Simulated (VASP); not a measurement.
Write the native input for VASP 6.6.1 that does the following.

- Task: single point
- Functional: LDA
- Potentials or basis: VASP PAW LDA potentials, release 64 (W_sv, Ta_pv, C)
- Cutoff: 520 eV
- k mesh: 10 × 10 × 10
- Occupations: fermi-dirac, width 0.05 eV
- Spin: no spin polarisation
- Dipole correction: no
- Further INCAR settings: ALGO = Normal; EDIFF = 1e-06; NBANDS = 24

The structure of TaWC2 lies in POSCAR:

```
TaWC2
1.0
    1.5718551461      0.9075109917      5.1016196719
   -1.5718551461      0.9075109917      5.1016196719
    0.0000000000     -1.8150219835      5.1016196719
W Ta C
1 1 2
Direct
    0.0000000000      0.0000000000      0.0000000000
    0.5000000000      0.5000000000      0.5000000000
    0.2509330000      0.2509330000      0.2509330000
    0.7490670000      0.7490670000      0.7490670000
```

One way to write it, as run:

INCAR

```
PREC = Accurate ; ENCUT = 520
EDIFF = 1E-6 ; ISMEAR = -1
SIGMA = 0.05 ; LREAL = F
LASPH = T ; NELM = 100
ALGO = Normal ; ISIF = 2
LWAVE = F ; LCHARG = F
NBANDS = 24
```

KPOINTS

```
Automatic mesh
0
Gamma
  10 10 10
```

Potentials or basis: VASP PAW LDA potentials, release 64 (W_sv, Ta_pv, C).

Run with:

```sh
$ cat potpaw_LDA.64/W_sv/POTCAR potpaw_LDA.64/Ta_pv/POTCAR potpaw_LDA.64/C/POTCAR > POTCAR
$ mpirun -np 1 vasp_std > vasp.out
```

It gave:

```json
{
 "Pressure": "-14.9 GPa",
 "Largest force": "0.083 eV/Å",
 "Band gap on the k mesh": "zero (an odd number of electrons rules out a gap without spin polarisation)"
}
```

Caveat: the cell stands under tension; spin-orbit coupling is left out, which moves the levels of the heavy elements.

Wall time 4.9 min on 1 thread of Intel Xeon 8259CL, on a shared host, peak memory 0.3 GiB.
